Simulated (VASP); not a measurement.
Write the native input for VASP 6.6.1 that does the following.

```yaml
Task: single point
Functional: PBE
Potentials_or_basis: VASP PAW PBE potentials, release 64 (Hf_pv, Si, N)
Cutoff: 520 eV
k_mesh: 6 × 6 × 4
Occupations: gaussian, width 0.1 eV
Spin: no spin polarisation
Dipole_correction: no
Further_INCAR_settings: ALGO = Normal; EDIFF = 1e-06; NBANDS = 22
```

The structure of HfSi2N2 lies in POSCAR:

```
HfSi2N2
1.0
    2.9035068811      0.0000000000      0.0000000000
   -1.4517534406      2.5145107191      0.0000000000
    0.0000000000      0.0000000000      9.9095829738
Hf Si N
1 2 2
Direct
    0.0000000000      0.0000000000      0.0000000000
    0.6666666667      0.3333333333      0.7377448838
    0.3333333333      0.6666666667      0.2622551162
    0.6666666667      0.3333333333      0.3227165488
    0.3333333333      0.6666666667      0.6772834512
```

The cell was generated, and may not be a known phase.

One way to write it, as run:

INCAR

```
PREC = Accurate
ENCUT = 520
EDIFF = 1E-6
ISMEAR = 0
SIGMA = 0.1
LREAL = False
LASPH = True
NELM = 100
ALGO = Normal
ISIF = 2
LWAVE = False
LCHARG = True
GGA = PE
LELF = True
LVHAR = True
NBANDS = 22
```

KPOINTS

```
regular mesh
0
Gamma
  6 6 4
```

Potentials or basis: VASP PAW PBE potentials, release 64 (Hf_pv, Si, N).

The run is started by

```bash
$ cat potpaw_PBE.64/Hf_pv/POTCAR potpaw_PBE.64/Si/POTCAR potpaw_PBE.64/N/POTCAR > POTCAR
$ mpirun -np 1 vasp_std > vasp.out
```

Results of the run:

The pressure is 0.1 GPa, the largest force is 0.008 eV/Å and the band gap on the k mesh is zero (bands 14 and 15 overlap by 0.42 eV).

Caveat: the k points lie up to 0.42 Å⁻¹ apart; spin-orbit coupling is left out, which moves the levels of the heavy elements.

Wall time 27 s on 1 thread of Intel(R) Xeon(R) Platinum 8559C (Emerald Rapids), with other jobs on the host, peak memory 0.21 GiB.
